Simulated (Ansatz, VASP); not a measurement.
## Be in VASP and in Ansatz

Contents of INCAR:

```
PREC = Accurate
ENCUT = 600
EDIFF = 1E-6
ISMEAR = -1
SIGMA = 0.1
LREAL = F
LASPH = T
NELM = 120
ALGO = Normal
ISIF = 2
LWAVE = F
LCHARG = F
GGA = PE
NBANDS = 7
GGA_COMPAT = F
```

Contents of KPOINTS:

```
Automatic mesh
0
Gamma
  20 20 20
```

POSCAR

```
Be
1.0
    1.8118515717      0.0000000000      0.0000000000
    0.0000000000      1.8118515717      0.0000000000
    0.0000000000      0.0000000000      1.8118515717
Be
1
Direct
    0.0000000000      0.0000000000      0.0000000000
```

Input for Ansatz:

```yaml
crystal:
  lattice:
    - [1.8118515717, 0.0, 0.0]
    - [0.0, 1.8118515717, 0.0]
    - [0.0, 0.0, 1.8118515717]
  atoms:
    - { symbol: Be, position: [0.0, 0.0, 0.0] }
kpoints:
  mp_grid: { grid: [20, 20, 20] }
scf:
  occupations: { method: fermi_dirac, width: 0.1 }
hamiltonian:
  xc: pbe
  pseudopotentials: { kind: all_electron, lapw: { basis_error: 0.001 } }
output:
  forces: true
  stress: true
  eigenvalues: true
  populations: true
```

Change from the starting cell: volume scaled by 0.58, LAPW.

Alike in both runs: task single point; functional PBE; k mesh 20 × 20 × 20; occupations fermi-dirac, width 0.1 eV; no spin polarisation.

```csv
,VASP,Ansatz
version,VASP 6.6.1,Ansatz 0.2.0
potentials or method,"VASP PAW PBE potentials, release 64 (Be), cutoff 600 eV","all-electron LAPW, scalar-relativistic"
```

```csv
,VASP,Ansatz,Ansatz less VASP
pressure (GPa),101.2,100.6,-0.61
```

Both programs put the cell under a high pressure, so it lies far from rest at this level. Ansatz ran all-electron here, and VASP with PAW potentials.

Noted on VASP's run: the cell as given lies far from equilibrium.
